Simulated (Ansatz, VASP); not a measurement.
# Ca2Ge3: VASP beside Ansatz

INCAR

```
SYSTEM = Ca2Ge3
  ALGO = Normal
  EDIFF = 1E-7
  EDIFFG = -0.04
  ENCUT = 600
  GGA = PE
  IBRION = 2
  ISIF = 3
  ISMEAR = 0
  LASPH = .TRUE.
  LCHARG = .FALSE.
  LREAL = .FALSE.
  LWAVE = .FALSE.
  NELM = 100
  NSW = 90
  PREC = Accurate
  SIGMA = 0.1
```

Contents of KPOINTS:

```
k-points
0
G
  6 6 2
  0 0 0
```

POSCAR

```
Ca2Ge3
1.0
    3.7442107100      0.0000000000      0.0000000000
   -1.8721053600      3.2425816000      0.0000000000
    0.0000000000      0.0000000000     12.2365537000
Ca Ge
2 3
Direct
    0.3333333300      0.6666666700      0.2920730400
    0.6666666700      0.3333333300      0.7079269600
    0.3333333300      0.6666666700      0.9158539300
    0.6666666700      0.3333333300      0.0841460700
    0.0000000000      0.0000000000      0.5000000000
```

Input for Ansatz:

```yaml
crystal:
  lattice:
    - [3.74421071, 0.0, 0.0]
    - [-1.87210536, 3.2425816, 0.0]
    - [0.0, 0.0, 12.2365537]
  atoms:
    - { symbol: Ca, position: [0.33333333, 0.66666667, 0.29207304] }
    - { symbol: Ca, position: [0.66666667, 0.33333333, 0.70792696] }
    - { symbol: Ge, position: [0.33333333, 0.66666667, 0.91585393] }
    - { symbol: Ge, position: [0.66666667, 0.33333333, 0.08414607] }
    - { symbol: Ge, position: [0.0, 0.0, 0.5] }
basis:
  ecutwfc: 420
kpoints:
  mp_grid: { grid: [6, 6, 2] }
hamiltonian:
  xc: pbe
scf:
  occupations: { method: gaussian, width: 0.1 }
  lower_state_search: "off"
output:
  forces: true
  stress: true
  eigenvalues: true
relax:
  adjacent_minimum: "off"
  f_tol: 0.04
  max_steps: 70
  cell: { stress_tol: 0.4 }
```

Alike in both runs: task relaxation of cell and atoms; functional PBE; k mesh 6 × 6 × 2; occupations gaussian, width 0.1 eV; no spin polarisation.

|  | VASP | Ansatz |
| --- | --- | --- |
| version | VASP 6.6.1 | Ansatz 0.2.0 |
| potentials or method | VASP PAW PBE potentials, release 64 (Ca_sv, Ge_d), cutoff 600 eV | scalar-relativistic, plane waves, PAW |
| valence electrons in the cell | 62 | 62 |

Ansatz gave:

```
gap on the k mesh at the Fermi level, each at its own relaxed structure (eV) : none
relaxed volume (Å³/atom)                                                     : 25.59
relaxed cell length with the largest relative difference (Å)                 : 3.927
```

Question: What did VASP give for the same quantities?

Answer: gap on the k mesh at the Fermi level, each at its own relaxed structure (eV): none; relaxed volume (Å³/atom): 25.69; relaxed cell length with the largest relative difference (Å): 3.932.

A gap of «none» marks a metal or a gap that the smearing closes.
